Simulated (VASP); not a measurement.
# Pd (Fm-3m) in VASP: notebook

Runs on Pd. Level: LDA. Tasks: electric field gradients.

Program: VASP 6.6.1. These are calculated values, not measurements. Logs are shortened: lines on timing, memory, paths and dates and some standing lists are left out, and cuts for length are marked.

### 1 The cell of the first run

Symmetry: Fm-3m, No. 225, cubic system. Conventional cell: a = 3.864 Å, b = 3.864 Å, c = 3.864 Å, α = 90.00°, β = 90.00°, γ = 90.00°. Pd (site symmetry m-3m) has 12 Pd at 2.73 Å within 3.6 Å.

### 2 Electric field gradients, LDA (14.42 Å³/atom)

INCAR

```
PREC = Accurate
ENCUT = 520
EDIFF = 1E-8
ISMEAR = -1
SIGMA = 0.05
LREAL = F
LASPH = T
NELM = 80
ALGO = Normal
ISIF = 2
LWAVE = F
LCHARG = F
LEFG = T
NBANDS = 11
```

KPOINTS

```
regular mesh
0
Gamma
  18 18 18
```

POSCAR

```
Pd
1.0
    0.0000000000      1.9318465866      1.9318465866
    1.9318465866      0.0000000000      1.9318465866
    1.9318465866      1.9318465866      0.0000000000
Pd
1
Direct
    0.0000000000      0.0000000000      0.0000000000
```

Potentials or basis: VASP PAW LDA potentials, release 64 (Pd).

Command:

```
$ cat potpaw_LDA.64/Pd/POTCAR > POTCAR
$ mpirun -np 1 vasp_std > vasp.out
```

OUTCAR:

```text
PREC = Accurate
   ENCUT = 520
   EDIFF = 1E-8
   ISMEAR = -1
   LREAL = F
   LASPH = T
   NELM = 80
   ISIF = 2

 ion  position               nearest neighbor table
   1  0.000  0.000  0.000-

  LATTYP: Found a face centered cubic cell.
 ALAT       =     3.8636931732

  Lattice vectors:

 A1 = (   0.0000000000,   1.9318465866,   1.9318465866)
 A2 = (   1.9318465866,   0.0000000000,   1.9318465866)
 A3 = (   1.9318465866,   1.9318465866,   0.0000000000)

Analysis of symmetry for initial positions (statically):
=====================================================================
 Subroutine PRICEL returns:
 Original cell was already a primitive cell.

 Routine SETGRP: Setting up the symmetry group for a
 face centered cubic supercell.

 Subroutine GETGRP returns: Found 48 space group operations
 (whereof 48 operations were pure point group operations)
 out of a pool of 48 trial point group operations.

The static configuration has the point symmetry O_h .

Analysis of symmetry for dynamics (positions and initial velocities):
=====================================================================
 Subroutine PRICEL returns:
 Original cell was already a primitive cell.

 Routine SETGRP: Setting up the symmetry group for a
 face centered cubic supercell.

 Subroutine GETGRP returns: Found 48 space group operations
 (whereof 48 operations were pure point group operations)
 out of a pool of 48 trial point group operations.

The dynamic configuration has the point symmetry O_h .

 Subroutine INISYM returns: Found 48 space group operations
 (whereof 48 operations are pure point group operations),
 and found     1 'primitive' translations

----------------------------------------------------------------------------------------

                                     Primitive cell

  volume of cell :      14.4194

  direct lattice vectors                    reciprocal lattice vectors
     0.000000000  1.931846587  1.931846587    -0.258819724  0.258819724  0.258819724
     1.931846587  0.000000000  1.931846587     0.258819724 -0.258819724  0.258819724
     1.931846587  1.931846587  0.000000000     0.258819724  0.258819724 -0.258819724

  length of vectors
     2.732043643  2.732043643  2.732043643     0.448288912  0.448288912  0.448288912

  position of ions in fractional coordinates (direct lattice)
     0.000000000  0.000000000  0.000000000

  ion indices of the primitive-cell ions
   primitive index   ion index
                 1           1

----------------------------------------------------------------------------------------

 KPOINTS: regular mesh

Automatic generation of k-mesh.
 Grid dimensions read from file:
 generate k-points for:   18   18   18

 Generating k-lattice:

  Cartesian coordinates                     Fractional coordinates (reciprocal lattice)
    -0.014378874  0.014378874  0.014378874     0.055555556  0.000000000  0.000000000
     0.014378874 -0.014378874  0.014378874     0.000000000  0.055555556  0.000000000
     0.014378874  0.014378874 -0.014378874     0.000000000  0.000000000  0.055555556

  Length of vectors
     0.024904940  0.024904940  0.024904940

  Shift w.r.t. Gamma in fractional coordinates (k-lattice)
     0.000000000  0.000000000  0.000000000

 Subroutine IBZKPT returns following result:
 ===========================================

 Found    195 irreducible k-points:

 Following reciprocal coordinates:
            Coordinates               Weight
  0.000000  0.000000  0.000000      1.000000
  0.055556  0.000000  0.000000      8.000000
  0.111111  0.000000  0.000000      8.000000
  0.166667  0.000000  0.000000      8.000000
  0.222222  0.000000  0.000000      8.000000
  0.277778  0.000000  0.000000      8.000000
[... 16 lines left out ...]
 -0.277778  0.055556  0.000000     24.000000
 -0.222222  0.055556  0.000000     24.000000
 [... further k-points ...]
   k-points           NKPTS =    195   k-points in BZ     NKDIM =    195   number of bands    NBANDS=     11
   number of dos      NEDOS =    301   number of ions     NIONS =      1
   total plane-waves  NPLWV =   8000
   dimension x,y,z NGX =    20 NGY =   20 NGZ =   20
   dimension x,y,z NGXF=    40 NGYF=   40 NGZF=   40
   ions per type =               1
   NGX,Y,Z   is equivalent  to a cutoff of  12.17, 12.17, 12.17 a.u.
   NGXF,Y,Z  is equivalent  to a cutoff of  24.34, 24.34, 24.34 a.u.
 SYSTEM =  unknown system
   PREC   = accura    normal or accurate (medium, high low for compatibility)
   ISTART =      0    job   : 0-new  1-cont  2-samecut
   ICHARG =      2    charge: 1-file 2-atom 10-const
   ISPIN  =      1    spin polarized calculation?
   LNONCOLLINEAR =      F non collinear calculations
   LSORBIT =      F    spin-orbit coupling
   LASPH  =      T    aspherical Exc in radial PAW
   ENCUT  =  520.0 eV  38.22 Ry    6.18 a.u.   5.08  5.08  5.08*2*pi/ulx,y,z
   NELM   =     80;   NELMIN=  2; NELMDL= -5     # of ELM steps
   EDIFF  = 0.1E-07   stopping-criterion for ELM
   LREAL  =      F    real-space projection
   EDIFFG = 0.1E-06   stopping-criterion for IOM
   NSW    =      0    number of steps for IOM
   IBRION =     -1    ionic relax: 0-MD 1-quasi-New 2-CG
   NFREE  =      0    steps in history (QN), initial steepest desc. (CG)
   ISIF   =      2    stress and relaxation
   ISYM   =      2    0-nonsym 1-usesym 2-fastsym
   POTIM  = 0.5000    time-step for ionic-motion
   TEBEG  =    0.0;   TEEND  =   0.0 temperature during run
   PSTRESS=    0.0 pullay stress
   NELECT =      10.0000    total number of electrons
   NUPDOWN=      -1.0000    fix difference up-down
   EMIN   =  10.00;   EMAX   =-10.00  energy-range for DOS
   EFERMI =   0.00;   METHOD = LEGACY
   ISMEAR =    -1;   SIGMA  =   0.05  broadening in eV -4-tet -1-fermi 0-gaus
   EFERMI_NEDOS =   21; number of points for ismear=-14 and -15
   IALGO  =     38    algorithm
   IMIX   =      4    mixing-type and parameters
     AMIX     =   0.40;   BMIX     =  1.00
     AMIX_MAG =   1.60;   BMIX_MAG =  1.00
  volume/ion in A,a.u.               =      14.42        97.31
  Fermi-wavevector in a.u.,A,eV,Ry     =   1.449079  2.738363 28.569939  2.099831
  Thomas-Fermi vector in A             =   2.566847
   LORBIT       =      0    0 simple, 1 ext, 2 COOP (PROOUT), +10 PAW based schemes
   GGA     = CA    functional components
   LHFCALC =     F    Hartree Fock is set to
   AEXX    =    0.0000 exact exchange contribution
   IVDW    =     0    specifies the selected vdW correction
   LEPSILON=     F    determine dielectric tensor
   LRPA    =     F    only Hartree local field effects (RPA)
 non-spin polarized calculation
  energy-cutoff  :      520.00
  volume of cell :       14.42
 maximum number of plane-waves:       397
   NGX = 11   NGY = 11   NGZ = 11

 number of electron      10.0000003 magnetization

 Free energy of the ion-electron system (eV)
  ---------------------------------------------------
  ext. energy  EPLUGINS =         0.00000000
  ---------------------------------------------------
  free energy    TOTEN  =        -6.50396970 eV

  energy without entropy =       -6.48637859  energy(sigma->0) =       -6.49517415

 E-fermi :   9.9927     XC(G=0): -13.6561

 val. band max:        9.9916502813   @ k =   0.5000   0.1111   0.0000
 cond. band min:       9.9953183461   @ k =   0.4444   0.1667   0.0000
 fundamental gap:      0.0036680648
 Fermi energy:         9.9926872982

 k-point     1 :       0.0000    0.0000    0.0000
  band No.  band energies     occupation
      1       2.5706      2.00000
      2       7.0090      2.00000
      3       7.0090      2.00000
      4       7.0090      2.00000
      5       8.7173      2.00000
      6       8.7173      2.00000
      7      27.1235      0.00000
      8      31.9728      0.00000
      9      31.9728      0.00000
     10      31.9728      0.00000
     11      35.6784      0.00000

 k-point     2 :       0.0556    0.0000    0.0000
  band No.  band energies     occupation
      1       2.6854      2.00000
      2       6.9666      2.00000
      3       7.0500      2.00000
      4       7.0500      2.00000
      5       8.6970      2.00000
      6       8.6970      2.00000
      7      27.2539      0.00000
      8      31.2291      0.00000
      9      32.1112      0.00000
     10      32.1112      0.00000
     11      35.7019      0.00000
[... 295 lines left out ...]
 k-point    24 :      -0.2222    0.0556    0.0000
  band No.  band energies     occupation
      1       4.3142      2.00000
      2       6.7703      2.00000
      3       7.3519      2.00000
      4       7.3879      2.00000
      5       8.5834      2.00000
      6       9.1339      2.00000
      7      25.0421      0.00000
      8      28.2660      0.00000
      9      32.3437      0.00000
     10      34.6681      0.00000
     11      35.1282      0.00000

 [... further k-points ...]

------------------------ aborting loop because EDIFF is reached ----------------------------------------

  FORCE on cell =-STRESS in cart. coord.  units (eV):
  Direction    XX          YY          ZZ          XY          YZ          ZX
  --------------------------------------------------------------------------------------
  -------------------------------------------------------------------------------------
  Total       -0.3463957     -0.3463957     -0.3463957      0.0000000      0.0000000     -0.0000000
  in kB      -38.4888750    -38.4888750    -38.4888750      0.0000000      0.0000000     -0.0000000
  external PRESSURE =     -38.4888750 kB  Pullay stress =       0.0000000 kB

 VOLUME and BASIS-vectors are now :
 -----------------------------------------------------------------------------
  energy-cutoff  :      520.00
  volume of cell :       14.42
      direct lattice vectors                 reciprocal lattice vectors
     0.000000000  1.931846587  1.931846587    -0.258819724  0.258819724  0.258819724
     1.931846587  0.000000000  1.931846587     0.258819724 -0.258819724  0.258819724
     1.931846587  1.931846587  0.000000000     0.258819724  0.258819724 -0.258819724

 POSITION                                       TOTAL-FORCE (eV/Angst)
 -----------------------------------------------------------------------------------
      0.00000      0.00000      0.00000         0.000000     -0.000000     -0.000000
 -----------------------------------------------------------------------------------
    total drift:                                0.000000      0.000000      0.000000

  FREE ENERGIE OF THE ION-ELECTRON SYSTEM (eV)
  ---------------------------------------------------
  free  energy   TOTEN  =        -6.5039697026 eV

  energy  without entropy=       -6.4863785888  energy(sigma->0) =       -6.49517415

 Electric field gradients (V/A^2)
---------------------------------------------------------------------
 ion       V_xx      V_yy      V_zz      V_xy      V_xz      V_yz
---------------------------------------------------------------------
   1      -0.000     0.000     0.000     0.000     0.000     0.000
---------------------------------------------------------------------

 Electric field gradients after diagonalization (V/A^2)
 (convention: |V_zz| > |V_xx| > |V_yy|)
----------------------------------------------------------------------
 ion       V_xx      V_yy      V_zz     asymmetry (V_yy - V_xx)/ V_zz
----------------------------------------------------------------------
   1      -0.000    -0.000     0.000       0.000
----------------------------------------------------------------------

           NMR quadrupolar parameters

 Cq : quadrupolar parameter    Cq=e*Q*V_zz/h
 eta: asymmetry parameters     (V_yy - V_xx)/ V_zz
 Q  : nuclear electric quadrupole moment in mb (millibarn)
----------------------------------------------------------------------
 ion       Cq(MHz)       eta       Q (mb)
----------------------------------------------------------------------
   1       0.000       0.000       1.000
----------------------------------------------------------------------
```

Wall time 32 s (1 thread of Intel Xeon 8259CL, shared host); peak memory 0.14 GiB.

Results:

| Item | Value |
| --- | --- |
| Free energy | -6.5040 eV |
| Pressure | -3.8 GPa |
| Band gap on the k mesh | zero (bands 5 and 6 overlap by 1.65 eV) |
| Largest electric field gradient by atom | zero within the noise of the run |

Caveat: the cell stands under tension.

### 3 Electric field gradients, LDA

This run uses another cell than the first one, of 14.71 Å³/atom.

INCAR

```
ALGO = Normal ; EDIFF = 1E-8
ENCUT = 520 ; ISIF = 2
ISMEAR = -1 ; LASPH = T
LCHARG = F ; LEFG = T
LREAL = F ; LWAVE = F
NBANDS = 11 ; NELM = 60
PREC = Accurate ; SIGMA = 0.05
```

KPOINTS

```
k-points
0
Gamma
  18 18 18
```

POSCAR

```
Pd
1.0
    0.0000000000      1.9449000000      1.9449000000
    1.9449000000      0.0000000000      1.9449000000
    1.9449000000      1.9449000000      0.0000000000
Pd
1
Direct
    0.0000000000      0.0000000000      0.0000000000
```

Potentials or basis: VASP PAW LDA potentials, release 64 (Pd).

Command:

```
$ cat potpaw_LDA.64/Pd/POTCAR > POTCAR
$ mpirun -np 1 vasp_std > vasp.out
```

OUTCAR:

```text
EDIFF = 1E-8
   ENCUT = 520
   ISIF = 2
   ISMEAR = -1
   LASPH = T
   LREAL = F
   NELM = 60
   PREC = Accurate

 ion  position               nearest neighbor table
   1  0.000  0.000  0.000-

  LATTYP: Found a face centered cubic cell.
 ALAT       =     3.8898000000

  Lattice vectors:

 A1 = (   0.0000000000,   1.9449000000,   1.9449000000)
 A2 = (   1.9449000000,   0.0000000000,   1.9449000000)
 A3 = (   1.9449000000,   1.9449000000,   0.0000000000)

Analysis of symmetry for initial positions (statically):
=====================================================================
 Subroutine PRICEL returns:
 Original cell was already a primitive cell.

 Routine SETGRP: Setting up the symmetry group for a
 face centered cubic supercell.

 Subroutine GETGRP returns: Found 48 space group operations
 (whereof 48 operations were pure point group operations)
 out of a pool of 48 trial point group operations.

The static configuration has the point symmetry O_h .

Analysis of symmetry for dynamics (positions and initial velocities):
=====================================================================
 Subroutine PRICEL returns:
 Original cell was already a primitive cell.

 Routine SETGRP: Setting up the symmetry group for a
 face centered cubic supercell.

 Subroutine GETGRP returns: Found 48 space group operations
 (whereof 48 operations were pure point group operations)
 out of a pool of 48 trial point group operations.

The dynamic configuration has the point symmetry O_h .

 Subroutine INISYM returns: Found 48 space group operations
 (whereof 48 operations are pure point group operations),
 and found     1 'primitive' translations

[... 157 lines left out ...]
     10      31.4998      0.00000
     11      35.4002      0.00000
[... 309 lines left out ...]
 k-point    24 :      -0.2222    0.0556    0.0000
  band No.  band energies     occupation
      1       4.1002      2.00000
      2       6.5206      2.00000
      3       7.0850      2.00000
      4       7.1197      2.00000
      5       8.2776      2.00000
      6       8.8093      2.00000
      7      24.5208      0.00000
      8      27.8456      0.00000
      9      31.7468      0.00000
     10      34.1290      0.00000
     11      34.5446      0.00000

 [... further k-points ...]

------------------------ aborting loop because EDIFF is reached ----------------------------------------

  FORCE on cell =-STRESS in cart. coord.  units (eV):
  Direction    XX          YY          ZZ          XY          YZ          ZX
  --------------------------------------------------------------------------------------
  -------------------------------------------------------------------------------------
  Total       -0.7139299     -0.7139299     -0.7139299     -0.0000000      0.0000000      0.0000000
  in kB      -77.7399611    -77.7399611    -77.7399611     -0.0000000      0.0000000      0.0000000
  external PRESSURE =     -77.7399611 kB  Pullay stress =       0.0000000 kB

 VOLUME and BASIS-vectors are now :
 -----------------------------------------------------------------------------
  energy-cutoff  :      520.00
  volume of cell :       14.71
      direct lattice vectors                 reciprocal lattice vectors
     0.000000000  1.944900000  1.944900000    -0.257082626  0.257082626  0.257082626
     1.944900000  0.000000000  1.944900000     0.257082626 -0.257082626  0.257082626
     1.944900000  1.944900000  0.000000000     0.257082626  0.257082626 -0.257082626

 POSITION                                       TOTAL-FORCE (eV/Angst)
 -----------------------------------------------------------------------------------
      0.00000      0.00000      0.00000        -0.000000      0.000000     -0.000000
 -----------------------------------------------------------------------------------
    total drift:                                0.000000      0.000000      0.000000

  FREE ENERGIE OF THE ION-ELECTRON SYSTEM (eV)
  ---------------------------------------------------
  free  energy   TOTEN  =        -6.4933875985 eV

  energy  without entropy=       -6.4752855604  energy(sigma->0) =       -6.48433658

 Electric field gradients (V/A^2)
---------------------------------------------------------------------
 ion       V_xx      V_yy      V_zz      V_xy      V_xz      V_yz
---------------------------------------------------------------------
   1      -0.000    -0.000    -0.000    -0.000    -0.000    -0.000
---------------------------------------------------------------------

 Electric field gradients after diagonalization (V/A^2)
 (convention: |V_zz| > |V_xx| > |V_yy|)
----------------------------------------------------------------------
 ion       V_xx      V_yy      V_zz     asymmetry (V_yy - V_xx)/ V_zz
----------------------------------------------------------------------
   1       0.000     0.000    -0.000       0.000
----------------------------------------------------------------------

           NMR quadrupolar parameters

 Cq : quadrupolar parameter    Cq=e*Q*V_zz/h
 eta: asymmetry parameters     (V_yy - V_xx)/ V_zz
 Q  : nuclear electric quadrupole moment in mb (millibarn)
----------------------------------------------------------------------
 ion       Cq(MHz)       eta       Q (mb)
----------------------------------------------------------------------
   1      -0.000       0.000       1.000
----------------------------------------------------------------------
```

OSZICAR:

```text
N       E                     dE             d eps       ncg     rms          rms(c)
DAV:   1     0.409788377218E+02    0.40979E+02   -0.51762E+03  4338   0.854E+02
DAV:   2    -0.628876505182E+01   -0.47268E+02   -0.45680E+02  4831   0.181E+02
DAV:   3    -0.683294318390E+01   -0.54418E+00   -0.54149E+00  5144   0.211E+01
DAV:   4    -0.683521348602E+01   -0.22703E-02   -0.22700E-02  5224   0.141E+00
DAV:   5    -0.683523673364E+01   -0.23248E-04   -0.23247E-04  5684   0.130E-01    0.819E+00
DAV:   6    -0.650967865510E+01    0.32556E+00   -0.13921E+00  5289   0.947E+00    0.384E+00
DAV:   7    -0.649844821106E+01    0.11230E-01   -0.29210E-02  5661   0.102E+00    0.202E+00
DAV:   8    -0.649341461090E+01    0.50336E-02   -0.17623E-03  5347   0.425E-01    0.827E-02
DAV:   9    -0.649338458258E+01    0.30028E-04   -0.21218E-04  5874   0.121E-01    0.151E-02
DAV:  10    -0.649338772690E+01   -0.31443E-05   -0.35027E-06  5348   0.183E-02    0.986E-03
DAV:  11    -0.649338759687E+01    0.13003E-06   -0.55857E-08  5744   0.226E-03    0.102E-03
DAV:  12    -0.649338759847E+01   -0.16034E-08   -0.39155E-09  3757   0.340E-04
   1 F= -.64933876E+01 E0= -.64843366E+01  d E =-.181020E-01
```

Wall time 34 s (1 thread of Intel Xeon 8259CL, shared host); peak memory 0.14 GiB.

Results:

| Property | Result |
| --- | --- |
| Free energy | -6.4934 eV |
| Pressure | -7.8 GPa |
| Band gap on the k mesh | zero (bands 5 and 6 overlap by 1.59 eV) |
| Largest electric field gradient by atom | zero within the noise of the run |

Caveat: the cell stands under tension.

[end of part 1 of 2]
